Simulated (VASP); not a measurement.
A run of VASP 6.6.1 is set up as follows.

File INCAR:

```
ALGO = Normal ; EDIFF = 1E-6
ENCUT = 520 ; GGA = PE
ISIF = 2 ; ISMEAR = -1
LASPH = T ; LCHARG = F
LREAL = Auto ; LWAVE = F
NBANDS = 163 ; NELM = 100
PREC = Accurate ; SIGMA = 0.02
```

Contents of KPOINTS:

```
k-points
0
Gamma
  1 1 1
```

The input POSCAR:

```
Si62C
1.0
   10.8600000000      0.0000000000      0.0000000000
    0.0000000000     10.8600000000      0.0000000000
    0.0000000000      0.0000000000     10.8600000000
Si C
62 1
Direct
    0.5008499079     -0.0012125230     -0.0022993554
    0.6251739411      0.1243954880      0.1242009208
    0.7506056169      0.2462962247     -0.0022836096
    0.8746181400      0.3788244015      0.1227604972
    0.7484411602     -0.0016284530      0.2526865562
    0.8748590239      0.1250520258      0.3734302947
   -0.0002072744      0.0035406077      0.0021648250
    0.1228286372      0.1301744015      0.1283303867
    0.2519888582      0.2493481584      0.0011801105
    0.3706756906      0.3784090239      0.1297710866
    0.4986110497      0.5036342541      0.0074848987
    0.6291336096      0.6307208103      0.1296051565
    0.7478897790      0.7521029466     -0.0044554328
    0.8713349908      0.8752690608      0.1232245856
    0.2460186004     -0.0033287293      0.2479243094
    0.3674013812      0.1335495396      0.3715068140
    0.5047804788      0.2551268877      0.2482232044
    0.6399162063      0.3860072744      0.3692343462
    0.7729390424      0.5216244015      0.2514592081
    0.4959275322      0.0060407919      0.4940236648
    0.6238016575      0.1257505525      0.6214355433
    0.7520203499      0.2510783610      0.4992511050
    0.8711627072      0.3721416206      0.6344798343
    0.7505836096     -0.0150367403      0.7322791897
    0.8726699816      0.1173624309      0.8655030387
    0.0047371087      0.4957274401     -0.0054175875
    0.1273370166      0.6247817680      0.1175652855
    0.2565621547      0.7514553407     -0.0066031308
    0.3769336096      0.8745843462      0.1255868324
    0.0006248619      0.2580334254      0.2549965930
    0.0974913444      0.4028511050      0.3859818600
    0.2438963168      0.5015653775      0.2563439227
    0.3775348066      0.6262172192      0.3751797422
    0.5063555249      0.7553360037      0.2576802026
    0.6298239411      0.8781256906      0.3857899632
   -0.0086343462     -0.0161306630      0.4944873849
    0.1223619705      0.1160378453      0.6154228361
    0.2364163904      0.2604451197      0.4921070902
    0.3776198895      0.3749684162      0.6177729282
    0.5115834254      0.5024418048      0.4968906998
    0.6617903315      0.6239921731      0.6108692449
    0.8597384899      0.8351483425      0.6010907919
    0.2517783610     -0.0021879374      0.7468325967
    0.3737167587      0.1241992634      0.8735561694
    0.4994863720      0.2490622468      0.7501934622
    0.6165789134      0.3727823204      0.8836733886
    0.7472930939      0.4914678637      0.7616643646
    0.8747809392      0.6241648250      0.8752206262
   -0.0134843462      0.7337838858      0.2399026703
    0.1147623389      0.8608586556      0.3677972376
   -0.0506999079      0.5465206262      0.5315545120
    0.1235067219      0.6296330571      0.6321161142
    0.2483177716      0.7476206262      0.4984259669
    0.3769340700      0.8740802026      0.6191948435
    0.0044634438      0.2419220074      0.7457492634
    0.1284543278      0.3704572744      0.8697612339
    0.2547471455      0.4975155617      0.7465627993
    0.3846104972      0.6265453959      0.8653173112
    0.5160800184      0.7465147330      0.7315441989
    0.6233390424      0.8752500921      0.8674434622
   -0.0006419890      0.7536335175      0.7544048803
    0.1249117864      0.8807382136      0.8768345304
    0.8226363720      0.6685350829      0.5592077348
```

Potentials or basis: VASP PAW PBE potentials, release 64 (Si, C).

Command:

```bash
$ cat potpaw_PBE.64/Si/POTCAR potpaw_PBE.64/C/POTCAR > POTCAR
$ mpirun -np 1 vasp_gam > vasp.out
```

Question: What does it give for the pressure?

Answer: 0.1 GPa.

Question: Estimate the largest force.

Answer: 0.287 eV/Å.

Forces on the atoms (eV/Å):
```
Si   0.000  0.000  0.006
Si   0.004 -0.003  0.004
Si  -0.012 -0.036 -0.032
Si   0.021 -0.065 -0.066
Si  -0.008 -0.020  0.015
Si  -0.007 -0.013 -0.001
Si  -0.001  0.006  0.008
Si   0.001  0.003  0.005
Si  -0.004 -0.006 -0.003
Si  -0.007 -0.006 -0.003
Si  -0.022 -0.019 -0.029
Si  -0.038 -0.006 -0.052
Si  -0.007  0.002 -0.011
Si  -0.007  0.001  0.000
Si  -0.004 -0.008 -0.008
Si  -0.001 -0.003  0.000
Si  -0.006 -0.004 -0.007
Si   0.006 -0.003 -0.006
Si  -0.052 -0.122 -0.178
Si   0.004 -0.018 -0.012
Si   0.000 -0.009 -0.018
Si  -0.003 -0.002 -0.011
Si  -0.018  0.026 -0.010
Si  -0.021 -0.008  0.006
Si   0.013 -0.011 -0.023
Si   0.016 -0.019 -0.012
Si  -0.002 -0.015  0.006
Si  -0.003 -0.004  0.014
Si  -0.003 -0.007 -0.005
Si   0.002 -0.005  0.017
Si  -0.015  0.010  0.010
Si  -0.006 -0.015  0.008
Si   0.000  0.000 -0.008
Si  -0.012 -0.015 -0.017
Si  -0.038 -0.019 -0.031
Si   0.025  0.003 -0.004
Si   0.009  0.017 -0.007
Si   0.008  0.006 -0.025
Si   0.025  0.007 -0.023
Si   0.030  0.024 -0.018
Si  -0.054  0.051  0.057
Si   0.095  0.048  0.108
Si  -0.001  0.010  0.001
Si   0.006  0.002 -0.006
Si   0.002 -0.005 -0.012
Si  -0.006 -0.007 -0.012
Si  -0.012  0.012  0.013
Si   0.012 -0.006  0.008
Si  -0.007 -0.008  0.000
Si   0.007 -0.005  0.008
Si  -0.032  0.081  0.052
Si   0.015  0.010  0.010
Si   0.004 -0.005 -0.006
Si  -0.005  0.013 -0.006
Si  -0.007  0.017 -0.020
Si   0.011 -0.003 -0.020
Si   0.006 -0.016 -0.024
Si  -0.020 -0.014 -0.007
Si  -0.027  0.018  0.023
Si  -0.003  0.004  0.009
Si   0.058  0.005  0.071
Si   0.027  0.017  0.032
C    0.064  0.143  0.240
```

Caveat: the k points lie up to 0.58 Å⁻¹ apart.
